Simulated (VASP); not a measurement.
# Ni (Fm-3m) in VASP: notebook

Ni is run at these levels: LDA; tasks: single point.

Everything below comes from runs of VASP 6.6.1. Logs are shortened: lines on timing, memory, paths and dates and some standing lists are left out, and cuts for length are marked.

## Step 1: The cell of the first run

Symmetry: Fm-3m, No. 225, cubic system. Conventional cell: a = 3.618 Å, b = 3.618 Å, c = 3.618 Å, α = 90.00°, β = 90.00°, γ = 90.00°. Within 3.4 Å of Ni (site symmetry m-3m) lie 12 Ni at 2.56 Å.

## Step 2: Single point, LDA, collinear spin, ferromagnetic start (11.84 Å³/atom)

INCAR reads:

```
SYSTEM = Ni
ALGO = Normal
EDIFF = 1E-6
ENCUT = 520
ISIF = 2
ISMEAR = 0
ISPIN = 2
LASPH = .True.
LCHARG = .False.
LMAXMIX = 4
LORBIT = 11
LREAL = .False.
LWAVE = .False.
MAGMOM = 0.5
NBANDS = 15
NELM = 150
NUPDOWN = 0.5
PREC = Accurate
SIGMA = 0.15
```

KPOINTS reads:

```
k-points
0
Gamma
  24 24 24
  0 0 0
```

POSCAR reads:

```
Ni
1.0
    0.0000000000      1.8091101921      1.8091101921
    1.8091101921      0.0000000000      1.8091101921
    1.8091101921      1.8091101921      0.0000000000
Ni
1
Direct
    0.0000000000      0.0000000000      0.0000000000
```

Potentials or basis: VASP PAW LDA potentials, release 64 (Ni).

On the command line:

```console
cat potpaw_LDA.64/Ni/POTCAR > POTCAR
mpirun -np 1 vasp_std > vasp.out
```

OUTCAR:

```text
SYSTEM = Ni
   EDIFF = 1E-6
   ENCUT = 520
   ISIF = 2
   ISMEAR = 0
   ISPIN = 2
   LASPH = .True.
   LORBIT = 11
   LREAL = .False.
   NELM = 150
   NUPDOWN = 0.5
   PREC = Accurate

 ion  position               nearest neighbor table
   1  0.000  0.000  0.000-

  LATTYP: Found a face centered cubic cell.
 ALAT       =     3.6182203842

  Lattice vectors:

 A1 = (   0.0000000000,   1.8091101921,   1.8091101921)
 A2 = (   1.8091101921,   0.0000000000,   1.8091101921)
 A3 = (   1.8091101921,   1.8091101921,   0.0000000000)

Analysis of symmetry for initial positions (statically):
=====================================================================
 Subroutine PRICEL returns:
 Original cell was already a primitive cell.

 Routine SETGRP: Setting up the symmetry group for a
 face centered cubic supercell.

 Subroutine GETGRP returns: Found 48 space group operations
 (whereof 48 operations were pure point group operations)
 out of a pool of 48 trial point group operations.

The static configuration has the point symmetry O_h .

Analysis of symmetry for dynamics (positions and initial velocities):
=====================================================================
 Subroutine PRICEL returns:
 Original cell was already a primitive cell.

 Routine SETGRP: Setting up the symmetry group for a
 face centered cubic supercell.

 Subroutine GETGRP returns: Found 48 space group operations
 (whereof 48 operations were pure point group operations)
 out of a pool of 48 trial point group operations.

The dynamic configuration has the point symmetry O_h .

Analysis of structural, dynamic, and magnetic symmetry:
=====================================================================
 Subroutine PRICEL returns:
 Original cell was already a primitive cell.

 Routine SETGRP: Setting up the symmetry group for a
 face centered cubic supercell.

 Subroutine GETGRP returns: Found 48 space group operations
 (whereof 48 operations were pure point group operations)
 out of a pool of 48 trial point group operations.

The overall configuration has the point symmetry O_h .

 Subroutine INISYM returns: Found 48 space group operations
 (whereof 48 operations are pure point group operations),
 and found     1 'primitive' translations

----------------------------------------------------------------------------------------

                                     Primitive cell

  volume of cell :      11.8420

  direct lattice vectors                    reciprocal lattice vectors
     0.000000000  1.809110192  1.809110192    -0.276378964  0.276378964  0.276378964
     1.809110192  0.000000000  1.809110192     0.276378964 -0.276378964  0.276378964
     1.809110192  1.809110192  0.000000000     0.276378964  0.276378964 -0.276378964

  length of vectors
     2.558468169  2.558468169  2.558468169     0.478702407  0.478702407  0.478702407

  position of ions in fractional coordinates (direct lattice)
     0.000000000  0.000000000  0.000000000

  ion indices of the primitive-cell ions
   primitive index   ion index
                 1           1

----------------------------------------------------------------------------------------

 KPOINTS: k-points

Automatic generation of k-mesh.
 Grid dimensions read from file:
 generate k-points for:   24   24   24

 Generating k-lattice:

  Cartesian coordinates                     Fractional coordinates (reciprocal lattice)
    -0.011515790  0.011515790  0.011515790     0.041666667  0.000000000  0.000000000
     0.011515790 -0.011515790  0.011515790     0.000000000  0.041666667  0.000000000
     0.011515790  0.011515790 -0.011515790     0.000000000  0.000000000  0.041666667

  Length of vectors
     0.019945934  0.019945934  0.019945934

  Shift w.r.t. Gamma in fractional coordinates (k-lattice)
     0.000000000  0.000000000  0.000000000

 Subroutine IBZKPT returns following result:
 ===========================================

 Found    413 irreducible k-points:

 Following reciprocal coordinates:
            Coordinates               Weight
  0.000000  0.000000  0.000000      1.000000
  0.041667  0.000000  0.000000      8.000000
  0.083333  0.000000  0.000000      8.000000
  0.125000  0.000000  0.000000      8.000000
  0.166667  0.000000  0.000000      8.000000
  0.208333  0.000000  0.000000      8.000000
[... 16 lines left out ...]
  0.416667  0.041667  0.000000     24.000000
  0.458333  0.041667  0.000000     24.000000
 [... further k-points ...]
   k-points           NKPTS =    413   k-points in BZ     NKDIM =    413   number of bands    NBANDS=     15
   number of dos      NEDOS =    301   number of ions     NIONS =      1
   total plane-waves  NPLWV =   8000
   dimension x,y,z NGX =    20 NGY =   20 NGZ =   20
   dimension x,y,z NGXF=    40 NGYF=   40 NGZF=   40
   ions per type =               1
   NGX,Y,Z   is equivalent  to a cutoff of  13.00, 13.00, 13.00 a.u.
   NGXF,Y,Z  is equivalent  to a cutoff of  25.99, 25.99, 25.99 a.u.
 SYSTEM =  Ni
   PREC   = accura    normal or accurate (medium, high low for compatibility)
   ISTART =      0    job   : 0-new  1-cont  2-samecut
   ICHARG =      2    charge: 1-file 2-atom 10-const
   ISPIN  =      2    spin polarized calculation?
   LNONCOLLINEAR =      F non collinear calculations
   LSORBIT =      F    spin-orbit coupling
   LASPH  =      T    aspherical Exc in radial PAW
   ENCUT  =  520.0 eV  38.22 Ry    6.18 a.u.   4.76  4.76  4.76*2*pi/ulx,y,z
   NELM   =    150;   NELMIN=  2; NELMDL= -5     # of ELM steps
   EDIFF  = 0.1E-05   stopping-criterion for ELM
   LREAL  =      F    real-space projection
   EDIFFG = 0.1E-04   stopping-criterion for IOM
   NSW    =      0    number of steps for IOM
   IBRION =     -1    ionic relax: 0-MD 1-quasi-New 2-CG
   NFREE  =      0    steps in history (QN), initial steepest desc. (CG)
   ISIF   =      2    stress and relaxation
   ISYM   =      2    0-nonsym 1-usesym 2-fastsym
   POTIM  = 0.5000    time-step for ionic-motion
   TEBEG  =    0.0;   TEEND  =   0.0 temperature during run
   PSTRESS=    0.0 pullay stress
   NELECT =      10.0000    total number of electrons
   NUPDOWN=       0.5000    fix difference up-down
   EMIN   =  10.00;   EMAX   =-10.00  energy-range for DOS
   EFERMI =   0.00;   METHOD = LEGACY
   ISMEAR =     0;   SIGMA  =   0.15  broadening in eV -4-tet -1-fermi 0-gaus
   EFERMI_NEDOS =   21; number of points for ismear=-14 and -15
   IALGO  =     38    algorithm
   IMIX   =      4    mixing-type and parameters
     AMIX     =   0.40;   BMIX     =  1.00
     AMIX_MAG =   1.60;   BMIX_MAG =  1.00
  volume/ion in A,a.u.               =      11.84        79.91
  Fermi-wavevector in a.u.,A,eV,Ry     =   1.547390  2.924143 32.578009  2.394416
  Thomas-Fermi vector in A             =   2.652490
   LORBIT       =     11    0 simple, 1 ext, 2 COOP (PROOUT), +10 PAW based schemes
   GGA     = CA    functional components
   LHFCALC =     F    Hartree Fock is set to
   AEXX    =    0.0000 exact exchange contribution
   IVDW    =     0    specifies the selected vdW correction
   LEPSILON=     F    determine dielectric tensor
   LRPA    =     F    only Hartree local field effects (RPA)
 spin polarized calculation
 Gauss-broadening in eV      SIGMA  =   0.15
  energy-cutoff  :      520.00
  volume of cell :       11.84
 maximum number of plane-waves:       332
   NGX =  9   NGY =  9   NGZ =  9

 number of electron      10.0000000 magnetization       0.5000000

 number of electron       9.9999989 magnetization       0.4999999

 Free energy of the ion-electron system (eV)
  ---------------------------------------------------
  ext. energy  EPLUGINS =         0.00000000
  ---------------------------------------------------
  free energy    TOTEN  =        -6.39765240 eV

  energy without entropy =       -6.37183553  energy(sigma->0) =       -6.38474397

 E-fermi :   7.8565     XC(G=0): -13.1154

 val. band max:        7.8553651392   @ k =  -0.4167   0.2083   0.0000
 cond. band min:       7.7019676313   @ k =   0.4167   0.0833   0.0000
 fundamental gap:     -0.1533975079
 Fermi energy:         7.6734854798

 spin component 1

 k-point     1 :       0.0000    0.0000    0.0000
  band No.  band energies     occupation
      1      -0.5300      1.00000
      2       5.7949      1.00000
      3       5.7949      1.00000
      4       5.7949      1.00000
      5       6.8132      1.00000
      6       6.8132      1.00000
      7      30.9454      0.00000
      8      34.0358      0.00000
      9      34.0358      0.00000
     10      34.0358      0.00000
     11      36.7939      0.00000
     12      36.7939      0.00000
     13      36.7939      0.00000
     14      40.1180      0.00000
     15      45.2384      0.00000

 k-point     2 :       0.0417    0.0000    0.0000
  band No.  band energies     occupation
      1      -0.4660      1.00000
      2       5.7792      1.00000
      3       5.8087      1.00000
      4       5.8087      1.00000
      5       6.8073      1.00000
      6       6.8073      1.00000
      7      30.7167      0.00000
      8      33.0468      0.00000
      9      33.8508      0.00000
     10      33.8508      0.00000
     11      37.0622      0.00000
     12      37.0622      0.00000
     13      37.6250      0.00000
     14      40.4970      0.00000
     15      44.4964      0.00000
[... 365 lines left out ...]
      3       5.8716      1.00000
      4       6.4495      1.00000
      5       7.3504      0.99884
      6       7.4757      0.96891
      7      15.0786      0.00000
      8      29.4493      0.00000
      9      30.0749      0.00000
     10      31.2810      0.00000
     11      34.7100      0.00000
     12      35.6238      0.00000
     13      39.7456      0.00000
     14      47.5104      0.00000
     15      50.0753      0.00000

 k-point    24 :       0.4583    0.0417    0.0000
  band No.  band energies     occupation
      1       3.5504      1.00000
      2       5.7875      1.00000
      3       5.8392      1.00000
      4       6.8674      1.00000
      5       7.4061      0.99414
      6       7.8308      0.06907
      7      13.8217      0.00000
      8      29.2635      0.00000
      9      30.2084      0.00000
     10      30.8257      0.00000
     11      34.7016      0.00000
     12      35.0940      0.00000
     13      39.9194      0.00000
     14      49.2231      0.00000
     15      51.4909      0.00000

 [... further k-points ...]

 spin component 2

 k-point     1 :       0.0000    0.0000    0.0000
  band No.  band energies     occupation
      1      -0.5123      1.00000
      2       6.3131      1.00000
      3       6.3131      1.00000
      4       6.3131      1.00000
      5       7.2840      1.00000
      6       7.2840      1.00000
      7      30.9090      0.00000
      8      34.0679      0.00000
      9      34.0679      0.00000
     10      34.0679      0.00000
     11      36.9116      0.00000
     12      36.9116      0.00000
     13      36.9116      0.00000
     14      40.0784      0.00000
     15      45.3522      0.00000

 k-point     2 :       0.0417    0.0000    0.0000
  band No.  band energies     occupation
      1      -0.4483      1.00000
      2       6.2961      1.00000
      3       6.3274      1.00000
      4       6.3274      1.00000
      5       7.2778      1.00000
      6       7.2778      1.00000
      7      30.6963      0.00000
      8      33.0872      0.00000
      9      33.8931      0.00000
     10      33.8931      0.00000
     11      37.1683      0.00000
     12      37.1683      0.00000
     13      37.7049      0.00000
     14      40.4746      0.00000
     15      44.6080      0.00000
[... 365 lines left out ...]
      3       6.3422      1.00000
      4       6.6840      1.00000
      5       7.8880      0.38333
      6       7.9493      0.19081
      7      15.2976      0.00000
      8      29.4256      0.00000
      9      30.1634      0.00000
     10      31.3706      0.00000
     11      34.7788      0.00000
     12      35.6997      0.00000
     13      39.8508      0.00000
     14      47.5984      0.00000
     15      50.1482      0.00000

 k-point    24 :       0.4583    0.0417    0.0000
  band No.  band energies     occupation
      1       3.8422      1.00000
      2       6.2474      1.00000
      3       6.3062      1.00000
      4       7.1217      1.00000
      5       7.9486      0.19262
      6       8.1921      0.00078
      7      14.0839      0.00000
      8      29.2385      0.00000
      9      30.2938      0.00000
     10      30.9101      0.00000
     11      34.7737      0.00000
     12      35.1743      0.00000
     13      40.0382      0.00000
     14      49.3125      0.00000
     15      51.5616      0.00000

 [... further k-points ...]
[... 5 lines left out ...]
  --------------------------------------------------------------------------------------
  -------------------------------------------------------------------------------------
  Total       -2.0791877     -2.0791877     -2.0791877      0.0000000     -0.0000000      0.0000000
  in kB     -281.3061485   -281.3061485   -281.3061485      0.0000000     -0.0000000      0.0000000
  external PRESSURE =    -281.3061485 kB  Pullay stress =       0.0000000 kB

 VOLUME and BASIS-vectors are now :
 -----------------------------------------------------------------------------
  energy-cutoff  :      520.00
  volume of cell :       11.84
      direct lattice vectors                 reciprocal lattice vectors
     0.000000000  1.809110192  1.809110192    -0.276378964  0.276378964  0.276378964
     1.809110192  0.000000000  1.809110192     0.276378964 -0.276378964  0.276378964
     1.809110192  1.809110192  0.000000000     0.276378964  0.276378964 -0.276378964

 POSITION                                       TOTAL-FORCE (eV/Angst)
 -----------------------------------------------------------------------------------
      0.00000      0.00000      0.00000        -0.000000      0.000000      0.000000
 -----------------------------------------------------------------------------------
    total drift:                                0.000000      0.000000      0.000000

  FREE ENERGIE OF THE ION-ELECTRON SYSTEM (eV)
  ---------------------------------------------------
  free  energy   TOTEN  =        -6.3976524020 eV

  energy  without entropy=       -6.3718355285  energy(sigma->0) =       -6.38474397

 total charge

# of ion       s       p       d       tot
------------------------------------------
    1        0.463   0.423   8.300   9.186

 magnetization (x)

# of ion       s       p       d       tot
------------------------------------------
    1       -0.006  -0.018   0.536   0.512
```

Wall time 63 s (1 thread of Intel Xeon 6975P-C (Granite Rapids), shared host); peak memory 0.21 GiB.

What came out:

```yaml
Free_energy: -6.3977 eV
Pressure: -28.1 GPa
Net_moment: 0.50 μB per cell
Site_moments: Ni +0.51 μB
Valence_electrons_inside_the_program's_atomic_spheres: Ni 9.19
```

Caveat: the cell stands under tension; the total moment is fixed, so each spin has its own Fermi level.

## Step 3: Single point, LDA, collinear spin, ferromagnetic start (11.84 Å³/atom)

INCAR reads:

```
SYSTEM = Ni
PREC     = Accurate       ! precision mode
ENCUT    = 520            ! plane-wave cutoff, eV
EDIFF    = 1E-6           ! SCF threshold, eV
ISMEAR   = 0              ! smearing method
SIGMA    = 0.15           ! smearing width, eV
LREAL    = .False.        ! projectors in reciprocal space
LASPH    = .True.         ! aspherical terms in the spheres
NELM     = 150            ! most SCF steps
ALGO     = Fast           ! electronic algorithm
ISIF     = 2              ! what is computed and relaxed
LWAVE    = .False.        ! write WAVECAR
LCHARG   = .False.        ! write CHGCAR
ISPIN    = 2              ! spin polarisation
MAGMOM   = 0.25           ! initial moments
LORBIT   = 11             ! projections on sites
NUPDOWN  = 0.25           ! fixed moment
LMAXMIX  = 4              ! l up to which the mixer works
NBANDS   = 15             ! bands
```

KPOINTS reads:

```
Automatic mesh
0
Gamma
  24 24 24
  0 0 0
```

POSCAR is that of step 2.

Potentials or basis: VASP PAW LDA potentials, release 64 (Ni).

On the command line:

```console
cat potpaw_LDA.64/Ni/POTCAR > POTCAR
mpirun -np 1 vasp_std > vasp.out
```

It took 71 s on 1 thread of Intel Xeon 6975P-C (Granite Rapids), shared host; peak memory 0.21 GiB.

It converged, with:

* Free energy: -6.3751 eV
* Pressure: -28.2 GPa
* Net moment: 0.25 μB per cell
* Site moments: Ni +0.26 μB
* Valence electrons inside the program's atomic spheres: Ni 9.19

Caveat: the cell stands under tension; the total moment is fixed, so each spin has its own Fermi level.

## Step 4: Single point, LDA, collinear spin, ferromagnetic start (11.84 Å³/atom)

INCAR reads:

```
SYSTEM = Ni
ALGO = Normal
EDIFF = 1E-7
ENCUT = 520
ISIF = 2
ISMEAR = 0
ISPIN = 2
LASPH = .TRUE.
LCHARG = .FALSE.
LMAXMIX = 4
LORBIT = 11
LREAL = .FALSE.
LWAVE = .FALSE.
MAGMOM = 1
NBANDS = 15
NELM = 150
NUPDOWN = 1.0
PREC = Accurate
SIGMA = 0.15
```

KPOINTS reads:

```
k-points
0
G
  24 24 24
  0 0 0
```

POSCAR is that of step 3.

On the command line:

```console
cat potpaw_LDA.64/Ni/POTCAR > POTCAR
mpirun -np 1 vasp_std > vasp.out
```

Wall time 70 s (1 thread of Intel Xeon 6975P-C (Granite Rapids), shared host); peak memory 0.21 GiB.

Results (log left out):

```
Free energy                                           : -6.3089 eV
Pressure                                              : -25.2 GPa
Net moment                                            : 1.00 μB per cell
Site moments                                          : Ni +0.99 μB
Valence electrons inside the program's atomic spheres : Ni 9.17
```

Caveat: the cell stands under tension; the total moment is fixed, so each spin has its own Fermi level.

## Step 5: The runs side by side

| fixed moment (μB) | pressure (GPa) | moment (μB) |
| --- | --- | --- |
| 0.5 | -28.1 | 0.50 |
| 0.25 | -28.2 | 0.25 |
| 1.0 | -25.2 | 1.00 |

Alike in all rows: task single point; level LDA; potentials or basis VASP PAW LDA potentials, release 64 (Ni); spin collinear, ferromagnetic start; cell as given; k mesh 24 × 24 × 24; cutoff (eV) 520; smearing gaussian 0.15 eV.

Caveats: the cell stands under tension; the total moment is fixed, so each spin has its own Fermi level.

Total energies depend on the potentials used, so only differences within one code and one set of settings carry meaning.
